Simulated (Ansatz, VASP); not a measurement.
TiSi2 in VASP and in Ansatz

```xyz
6
Lattice="0.0000 3.4586 3.4586 3.4586 0.0000 3.4586 3.4586 3.4586 0.0000" Properties=species:S:1:pos:R:3 pbc="T T T"
Ti    3.4586    3.4586    3.4586
Ti    5.1878    5.1878    5.1878
Si    0.8646    0.8646    0.8646
Si    0.8646    2.5939    2.5939
Si    2.5939    2.5939    0.8646
Si    2.5939    0.8646    2.5939
```

Alike in both runs: task relaxation of cell and atoms; functional PBE; k mesh 10 × 10 × 10; occupations gaussian, width 0.1 eV; no spin polarisation.

|  | VASP | Ansatz |
| --- | --- | --- |
| version | VASP 6.6.1 | Ansatz 0.2.0 |
| potentials or method | VASP PAW PBE potentials, release 64 (Ti_sv, Si), cutoff 600 eV | scalar-relativistic, plane waves, PAW |
| valence electrons in the cell | 40 | 40 |

|  | VASP | Ansatz | Ansatz less VASP |
| --- | --- | --- | --- |
| gap on the k mesh at the Fermi level, each at its own relaxed structure (eV) | none | none | - |
| relaxed volume (Å³/atom) | 13.82 | 13.83 | +0.010 |
| relaxed cell length with the largest relative difference (Å) | 4.895 | 4.896 | +0.0012 |

A gap of «none» marks a metal or a gap that the smearing closes.
